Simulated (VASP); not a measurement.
LiF, 2 atoms in the cell. The structure is trigonal, space group R3m (No. 160). Conventional cell: a = 3.033 Å, b = 3.033 Å, c = 7.206 Å, α = 90.00°, β = 90.00°, γ = 120.00°. Li (site symmetry 3m) has 4 F at 1.83 to 1.84 Å within 2.4 Å. Within 2.4 Å of F (site symmetry 3m) lie 4 Li at 1.83 to 1.84 Å.  This cell differs from its parent crystal: strain along [111] -3.0%.

```yaml
Program: VASP 6.6.1
Task: single point
Functional: r2SCAN
Potentials_or_basis: VASP PAW PBE potentials, release 64 (Li_sv, F)
Cutoff: 520 eV
k_mesh: 10 × 10 × 10
Occupations: gaussian, width 0.01 eV
Spin: no spin polarisation
Dipole_correction: no
Further_INCAR_settings: ALGO = Normal; EDIFF = 1e-06; NBANDS = 12
```

Potentials or basis: VASP PAW PBE potentials, release 64 (Li_sv, F).

Command:

```bash
$ cat potpaw_PBE.64/Li_sv/POTCAR potpaw_PBE.64/F/POTCAR > POTCAR
$ cp INCAR.step1 INCAR
$ mpirun -np 1 vasp_std > vasp.out
$ cp INCAR.step2 INCAR
$ mpirun -np 1 vasp_std > vasp.out
```

Hardware: 1 thread of Intel Xeon 8259CL, with other jobs on the host.

Problem. Estimate the wall time of this run.

Solution. Wall time 2.3 min on 1 thread of Intel Xeon 8259CL, on a shared host, peak memory 0.15 GiB. Counts: k points 116.
